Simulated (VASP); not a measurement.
# SrO (Immm) in VASP: notebook

Runs on SrO. Level: r2SCAN. Tasks: single point.

Everything below comes from runs of VASP 6.6.1. Logs are shortened: lines on timing, memory, paths and dates and some standing lists are left out, and cuts for length are marked.

## 1. The cell of the first run

Symmetry: Immm, No. 71, orthorhombic system. Conventional cell: a = 3.617 Å, b = 3.681 Å, c = 5.160 Å, α = 90.00°, β = 90.00°, γ = 90.00°. Sr (site symmetry mmm) has 6 O at 2.58 Å within 3.4 Å. Within 3.4 Å of O (site symmetry mmm) lie 6 Sr at 2.58 Å.

## 2. Single point, r2SCAN (strain +0.0175 x Voigt [0, 0, 0, 0, 0, 1])

POSCAR

```
SrO
1.0
    0.0225762923      2.5801476905      2.5801476905
    2.5801476905      0.0225762923      2.5801476905
    2.6027239828      2.6027239828      0.0000000000
Sr O
1 1
Direct
    0.0000000000      0.0000000000      0.0000000000
    0.5000000000      0.5000000000      0.5000000000
```

INCAR.step1

```
SYSTEM = SrO
PREC     = Accurate       ! precision mode
ENCUT    = 520            ! plane-wave cutoff, eV
ISMEAR   = 0              ! smearing method
SIGMA    = 0.05           ! smearing width, eV
LREAL    = .FALSE.        ! projectors in reciprocal space
LASPH    = .TRUE.         ! aspherical terms in the spheres
NELM     = 100            ! most SCF steps
NBANDS   = 15             ! bands
GGA      = PE             ! functional
ALGO     = Normal         ! electronic algorithm
EDIFF    = 1E-4           ! SCF threshold, eV
LWAVE    = .TRUE.         ! write WAVECAR
LCHARG   = .FALSE.        ! write CHGCAR
```

INCAR.step2

```
SYSTEM = SrO
PREC     = Accurate       ! precision mode
ENCUT    = 520            ! plane-wave cutoff, eV
EDIFF    = 1E-6           ! SCF threshold, eV
ISMEAR   = 0              ! smearing method
SIGMA    = 0.05           ! smearing width, eV
LREAL    = .FALSE.        ! projectors in reciprocal space
LASPH    = .TRUE.         ! aspherical terms in the spheres
NELM     = 100            ! most SCF steps
ALGO     = Normal         ! electronic algorithm
ISIF     = 2              ! what is computed and relaxed
LWAVE    = .FALSE.        ! write WAVECAR
LCHARG   = .TRUE.         ! write CHGCAR
METAGGA  = R2SCAN         ! meta-GGA
LMIXTAU  = .TRUE.       
LELF     = .TRUE.         ! ELF
LVHAR    = .TRUE.       
NBANDS   = 15             ! bands
ISTART   = 1
```

KPOINTS

```
Automatic mesh
0
G
  8 8 8
  0 0 0
```

Potentials or basis: VASP PAW PBE potentials, release 64 (Sr_sv, O).

Run with:

```bash
$ cat potpaw_PBE.64/Sr_sv/POTCAR potpaw_PBE.64/O/POTCAR > POTCAR
$ cp INCAR.step1 INCAR
$ mpirun -np 1 vasp_std > vasp.out
$ cp INCAR.step2 INCAR
$ mpirun -np 1 vasp_std > vasp.out
```

OUTCAR:

```text
SYSTEM = SrO
   PREC = Accurate
   ENCUT = 520
   EDIFF = 1E-6
   ISMEAR = 0
   LREAL = .FALSE.
   LASPH = .TRUE.
   NELM = 100
   ISIF = 2
   METAGGA = R2SCAN
   ISTART = 1

 ion  position               nearest neighbor table
   1  0.000  0.000  0.000-   2 2.58   2 2.58   2 2.58   2 2.58   2 2.58   2 2.58
   2  0.500  0.500  0.500-   1 2.58   1 2.58   1 2.58   1 2.58   1 2.58   1 2.58

  LATTYP: Found a body centered orthorhombic cell.
 ALAT       =     3.6169521581
 B/A-ratio  =     1.0176544767
 C/A-ratio  =     1.4266971625

  Lattice vectors:

 A1 = (   2.5801476905,   0.0225762923,  -2.5801476905)
 A2 = (  -2.5801476905,  -0.0225762923,  -2.5801476905)
 A3 = (   0.0225762923,   2.5801476905,   2.5801476905)

Analysis of symmetry for initial positions (statically):
=====================================================================
 Subroutine PRICEL returns:
 Original cell was already a primitive cell.

 Routine SETGRP: Setting up the symmetry group for a
 body centered orthorhombic supercell.

 Subroutine GETGRP returns: Found  8 space group operations
 (whereof  8 operations were pure point group operations)
 out of a pool of  8 trial point group operations.

The static configuration has the point symmetry D_2h.

Analysis of symmetry for dynamics (positions and initial velocities):
=====================================================================
 Subroutine PRICEL returns:
 Original cell was already a primitive cell.

 Routine SETGRP: Setting up the symmetry group for a
 body centered orthorhombic supercell.

 Subroutine GETGRP returns: Found  8 space group operations
 (whereof  8 operations were pure point group operations)
 out of a pool of  8 trial point group operations.

The dynamic configuration has the point symmetry D_2h.

 Subroutine INISYM returns: Found  8 space group operations
 (whereof  8 operations are pure point group operations),
 and found     1 'primitive' translations

----------------------------------------------------------------------------------------

                                     Primitive cell

  volume of cell :      34.3503

  direct lattice vectors                    reciprocal lattice vectors
     0.022576292  2.580147691  2.580147691    -0.195497964  0.195497964  0.193787356
     2.580147691  0.022576292  2.580147691     0.195497964 -0.195497964  0.193787356
     2.602723983  2.602723983  0.000000000     0.192106425  0.192106425 -0.193787356

  length of vectors
     3.648949698  3.648949698  3.680807556     0.337627675  0.337627675  0.333711397

[... 92 lines left out ...]
   NUPDOWN=      -1.0000    fix difference up-down
   EMIN   =  10.00;   EMAX   =-10.00  energy-range for DOS
   EFERMI =   0.00;   METHOD = LEGACY
   ISMEAR =     0;   SIGMA  =   0.05  broadening in eV -4-tet -1-fermi 0-gaus
   EFERMI_NEDOS =   21; number of points for ismear=-14 and -15
   IALGO  =     38    algorithm
   IMIX   =      4    mixing-type and parameters
     AMIX     =   0.40;   BMIX     =  1.00
     AMIX_MAG =   1.60;   BMIX_MAG =  1.00
  volume/ion in A,a.u.               =      17.18       115.90
  Fermi-wavevector in a.u.,A,eV,Ry     =   1.269028  2.398116 21.911273  1.610433
  Thomas-Fermi vector in A             =   2.402092
   LORBIT       =      0    0 simple, 1 ext, 2 COOP (PROOUT), +10 PAW based schemes
   METAGGA = R2SCAN    functional components
   LHFCALC =     F    Hartree Fock is set to
   AEXX    =    0.0000 exact exchange contribution
   IVDW    =     0    specifies the selected vdW correction
   LEPSILON=     F    determine dielectric tensor
   LRPA    =     F    only Hartree local field effects (RPA)
 non-spin polarized calculation
 Gauss-broadening in eV      SIGMA  =   0.05
  energy-cutoff  :      520.00
  volume of cell :       34.35
 maximum number of plane-waves:       941
   NGX = 13   NGY = 13   NGZ = 13

 number of electron      15.9999998 magnetization

 Free energy of the ion-electron system (eV)
  ---------------------------------------------------
  ext. energy  EPLUGINS =         0.00000000
  ---------------------------------------------------
  free energy    TOTEN  =       -27.05392614 eV

  energy without entropy =      -27.05392614  energy(sigma->0) =      -27.05392614

 E-fermi :   1.5822     XC(G=0): -10.5318

 val. band max:        1.3136321737   @ k =   0.0000   0.0000   0.0000
 cond. band min:       5.0402318260   @ k =   0.5000   0.5000   0.0000
 fundamental gap:      3.7265996523
 Fermi energy:         1.5821634379

 k-point     1 :       0.0000    0.0000    0.0000
  band No.  band energies     occupation
      1     -32.2188      2.00000
      2     -14.7214      2.00000
      3     -13.2552      2.00000
      4     -13.2527      2.00000
      5     -13.2494      2.00000
      6       1.2756      2.00000
      7       1.2934      2.00000
      8       1.3136      2.00000
      9       5.8715      0.00000
     10       7.9379      0.00000
     11       8.0447      0.00000
     12       8.1558      0.00000
     13      10.3456      0.00000
     14      10.3463      0.00000
[... 401 lines left out ...]
      2     -15.3662      2.00000
      3     -13.3547      2.00000
      4     -13.3288      2.00000
      5     -12.7398      2.00000
      6       0.0768      2.00000
      7       0.9120      2.00000
      8       1.0122      2.00000
      9       7.0480      0.00000
     10       7.6666      0.00000
     11       9.3811      0.00000
     12       9.5797      0.00000
     13      11.1567      0.00000
     14      12.0032      0.00000
     15      17.6336      0.00000

 [... further k-points ...]

------------------------ aborting loop because EDIFF is reached ----------------------------------------

  FORCE on cell =-STRESS in cart. coord.  units (eV):
  Direction    XX          YY          ZZ          XY          YZ          ZX
  --------------------------------------------------------------------------------------
  -------------------------------------------------------------------------------------
  Total        0.1077750      0.1077750      0.1033191     -0.2079668      0.0000000      0.0000000
  in kB        5.0268765      5.0268765      4.8190444     -9.7000547      0.0000000      0.0000000
  external PRESSURE =       4.9575992 kB  Pullay stress =       0.0000000 kB

 VOLUME and BASIS-vectors are now :
 -----------------------------------------------------------------------------
  energy-cutoff  :      520.00
  volume of cell :       34.35
      direct lattice vectors                 reciprocal lattice vectors
     0.022576292  2.580147691  2.580147691    -0.195497964  0.195497964  0.193787356
     2.580147691  0.022576292  2.580147691     0.195497964 -0.195497964  0.193787356
     2.602723983  2.602723983  0.000000000     0.192106425  0.192106425 -0.193787356

 POSITION                                       TOTAL-FORCE (eV/Angst)
 -----------------------------------------------------------------------------------
      0.00000      0.00000      0.00000         0.000000     -0.000000     -0.000000
      2.60272      2.60272      2.58015        -0.000000      0.000000      0.000000
 -----------------------------------------------------------------------------------
    total drift:                                0.000000      0.000000      0.000000

  FREE ENERGIE OF THE ION-ELECTRON SYSTEM (eV)
  ---------------------------------------------------
  free  energy   TOTEN  =       -27.0539261439 eV

  energy  without entropy=      -27.0539261439  energy(sigma->0) =      -27.05392614
```

It took 1.7 min on 1 thread of Intel Xeon 6975P-C (Granite Rapids), shared host; peak memory 0.2 GiB.

What came out:

* Free energy: -27.0539 eV
* Pressure: 0.5 GPa
* Band gap on the k mesh: 3.73 eV, indirect (least direct gap 3.82 eV)

Caveat: the cell differs from its parent crystal (strain +0.0175 x Voigt [0, 0, 0, 0, 0, 1]); the PAW data sets were made with another functional, which shifts forces and pressure a little. A k mesh can miss the band edges.

## 3. Single point, r2SCAN (strain +0.0125 x Voigt [0, 0, 0, 0, 0, 1])

POSCAR

```
SrO
1.0
    0.0161259231      2.5801476905      2.5801476905
    2.5801476905      0.0161259231      2.5801476905
    2.5962736136      2.5962736136      0.0000000000
Sr O
1 1
Direct
    0.0000000000      0.0000000000      0.0000000000
    0.5000000000      0.5000000000      0.5000000000
```

INCAR.step1

```
PREC = Accurate
ENCUT = 520
ISMEAR = 0
SIGMA = 0.05
LREAL = F
LASPH = T
NELM = 100
NBANDS = 15
GGA = PE
ALGO = Normal
EDIFF = 1E-4
LWAVE = T
LCHARG = F
```

INCAR.step2

```
PREC = Accurate
ENCUT = 520
EDIFF = 1E-6
ISMEAR = 0
SIGMA = 0.05
LREAL = F
LASPH = T
NELM = 100
ALGO = Normal
ISIF = 2
LWAVE = F
LCHARG = F
METAGGA = R2SCAN
LMIXTAU = T
NBANDS = 15
ISTART = 1
```

KPOINTS

```
Automatic mesh
0
Gamma
  8 8 8
```

Potentials or basis: VASP PAW PBE potentials, release 64 (Sr_sv, O).

Run with:

```bash
$ cat potpaw_PBE.64/Sr_sv/POTCAR potpaw_PBE.64/O/POTCAR > POTCAR
$ cp INCAR.step1 INCAR
$ mpirun -np 1 vasp_std > vasp.out
$ cp INCAR.step2 INCAR
$ mpirun -np 1 vasp_std > vasp.out
```

Wall time 94 s (1 thread of Intel Xeon 6975P-C (Granite Rapids), shared host); peak memory 0.19 GiB.

Results (log left out):

```
Free energy            : -27.0548 eV
Pressure               : 0.5 GPa
Band gap on the k mesh : 3.73 eV, indirect (least direct gap 3.82 eV)
```

Stress tensor (GPa, compression positive):
```
 0.50 -0.69  0.00
-0.69  0.50  0.00
 0.00  0.00  0.49
```

Levels at points of the mesh, in eV from the valence-band top:
| k point | band 4 | band 5 | band 6 | band 7 | band 8 | band 9 | band 10 | band 11 | band 12 | band 13 |
| --- | --- | --- | --- | --- | --- | --- | --- | --- | --- | --- |
| (0.00, 0.00, 0.00) | -14.56 | -14.56 | -0.03 | -0.01 | 0.00 | 4.56 | 6.66 | 6.74 | 6.82 | 9.04 |
| (0.50, 0.00, 0.00) | -14.63 | -13.56 | -2.11 | -1.16 | -1.12 | 7.06 | 8.99 | 9.38 | 9.50 | 12.56 |
| (0.50, 0.50, 0.00) | -14.92 | -14.90 | -0.46 | -0.12 | -0.09 | 3.73 | 8.42 | 10.84 | 11.00 | 11.60 |
| (0.00, 0.00, 0.50) | -14.63 | -13.53 | -2.11 | -1.12 | -1.08 | 7.03 | 8.97 | 9.32 | 9.44 | 12.55 |
| (0.50, 0.00, 0.50) | -14.91 | -14.91 | -0.46 | -0.11 | -0.11 | 3.73 | 8.42 | 10.83 | 11.00 | 11.61 |

Caveat: the cell differs from its parent crystal (strain +0.0125 x Voigt [0, 0, 0, 0, 0, 1]); the PAW data sets were made with another functional, which shifts forces and pressure a little. A k mesh can miss the band edges.

## 4. Single point, r2SCAN (strain +0.0075 x Voigt [0, 0, 0, 0, 0, 1])

POSCAR

```
SrO
1.0
    0.0096755538      2.5801476905      2.5801476905
    2.5801476905      0.0096755538      2.5801476905
    2.5898232443      2.5898232443      0.0000000000
Sr O
1 1
Direct
    0.0000000000      0.0000000000      0.0000000000
    0.5000000000      0.5000000000      0.5000000000
```

INCAR.step1

```
SYSTEM = SrO
  PREC = Accurate
  ENCUT = 520
  ISMEAR = 0
  SIGMA = 0.05
  LREAL = .False.
  LASPH = .True.
  NELM = 80
  NBANDS = 15
  GGA = PE
  ALGO = Normal
  EDIFF = 1E-4
  LWAVE = .True.
  LCHARG = .False.
```

INCAR.step2

```
SYSTEM = SrO
  PREC = Accurate
  ENCUT = 520
  EDIFF = 1E-6
  ISMEAR = 0
  SIGMA = 0.05
  LREAL = .False.
  LASPH = .True.
  NELM = 80
  ALGO = Normal
  ISIF = 2
  LWAVE = .False.
  LCHARG = .False.
  METAGGA = R2SCAN
  LMIXTAU = .True.
  NBANDS = 15
  ISTART = 1
```

KPOINTS

```
Automatic mesh
0
Gamma
  8 8 8
  0 0 0
```

Run with:

```bash
$ cat potpaw_PBE.64/Sr_sv/POTCAR potpaw_PBE.64/O/POTCAR > POTCAR
$ cp INCAR.step1 INCAR
$ mpirun -np 1 vasp_std > vasp.out
$ cp INCAR.step2 INCAR
$ mpirun -np 1 vasp_std > vasp.out
```

It took 92 s on 1 thread of Intel Xeon 6975P-C (Granite Rapids), shared host; peak memory 0.19 GiB.

The run converged. Its results:

```
Free energy            : -27.0554 eV
Pressure               : 0.5 GPa
Band gap on the k mesh : 3.74 eV, indirect (least direct gap 3.83 eV)
```

Stress tensor (GPa, compression positive):
```
 0.50 -0.42  0.00
-0.42  0.50  0.00
 0.00  0.00  0.50
```

Levels at points of the mesh, in eV from the valence-band top:
```tsv
k point	band 4	band 5	band 6	band 7	band 8	band 9	band 10	band 11	band 12	band 13
(0.00, 0.00, 0.00)	-14.55	-14.55	-0.02	-0.01	0.00	4.57	6.70	6.74	6.79	9.04
(0.50, 0.00, 0.00)	-14.63	-13.55	-2.11	-1.14	-1.12	7.06	8.99	9.39	9.47	12.57
(0.50, 0.50, 0.00)	-14.91	-14.90	-0.46	-0.11	-0.09	3.74	8.43	10.84	11.01	11.61
(0.00, 0.00, 0.50)	-14.62	-13.53	-2.10	-1.12	-1.09	7.05	8.98	9.36	9.43	12.56
(0.50, 0.00, 0.50)	-14.90	-14.90	-0.46	-0.10	-0.10	3.74	8.43	10.84	11.01	11.61
```

Caveat: the cell differs from its parent crystal (strain +0.0075 x Voigt [0, 0, 0, 0, 0, 1]); the PAW data sets were made with another functional, which shifts forces and pressure a little. A k mesh can miss the band edges.

[end of part 1 of 2]
